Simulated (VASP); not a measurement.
**BeTe2: single point with r2SCAN**

BeTe2:

```xyz
9
Lattice="6.7748 -0.1109 0.0792 -3.4835 5.6725 0.0429 0.0876 0.1054 7.2567" Properties=species:S:1:pos:R:3 pbc="T T T"
Be    3.2240    0.0280    2.4249
Be    5.1276    2.6147    4.8392
Be    1.6869    3.0356    0.1071
Te    1.8323    1.5087    1.6392
Te    4.4464    0.9938    4.1201
Te    3.8479    3.2270    6.5229
Te    0.3988    2.4526    5.5981
Te   -1.5099    4.2313    3.3695
Te    1.0357    4.8791    0.8708
```

```
Program                : VASP 6.6.1
Task                   : single point
Functional             : r2SCAN
Potentials or basis    : VASP PAW PBE potentials, release 64 (Be, Te)
Cutoff                 : 660 eV
k mesh                 : 3 × 3 × 3, shifted
Occupations            : fermi-dirac, width 0.1 eV
Spin                   : no spin polarisation
Dipole correction      : no
Further INCAR settings : ALGO = Normal; EDIFF = 1e-06; NBANDS = 31
```

```yaml
Pressure: 11.4 GPa
Largest_force: 7.444 eV/Å
Band_gap_on_the_k_mesh: zero (bands 21 and 22 overlap by 0.08 eV)
```

Forces in eV/Å, atoms in the order of the input:
```
Be   1.465  0.639  0.037
Be   1.954  3.419  3.313
Be  -0.163 -0.887 -1.462
Te  -1.434 -0.120  0.994
Te  -2.114 -6.809 -2.141
Te   0.231  1.046  1.368
Te   1.318 -0.753 -0.283
Te  -1.474  1.071 -1.580
Te   0.219  2.393 -0.245
```

Stress tensor (GPa, compression positive):
```
 8.92  1.61 -0.72
 1.61 17.06  0.12
-0.72  0.12  8.12
```

Levels at points of the mesh, in eV from the Fermi level:
| k point | band 18 | band 19 | band 20 | band 21 | band 22 | band 23 | band 24 | band 25 |
| --- | --- | --- | --- | --- | --- | --- | --- | --- |
| (0.50, 0.50, 0.00) | -1.03 | -0.90 | -0.26 | -0.06 | 0.07 | 0.33 | 0.65 | 4.15 |

Wall time 19 min on 1 thread of Oxide Virtual Turin-like Processor, with other jobs on the host, peak memory 0.56 GiB.

Caveat: the k points lie up to 0.37 Å⁻¹ apart; semilocal functionals underestimate gaps, and a narrow one can read as zero; the PAW data sets were made with another functional, which shifts forces and pressure a little; spin-orbit coupling is left out, which moves the levels of the heavy elements.
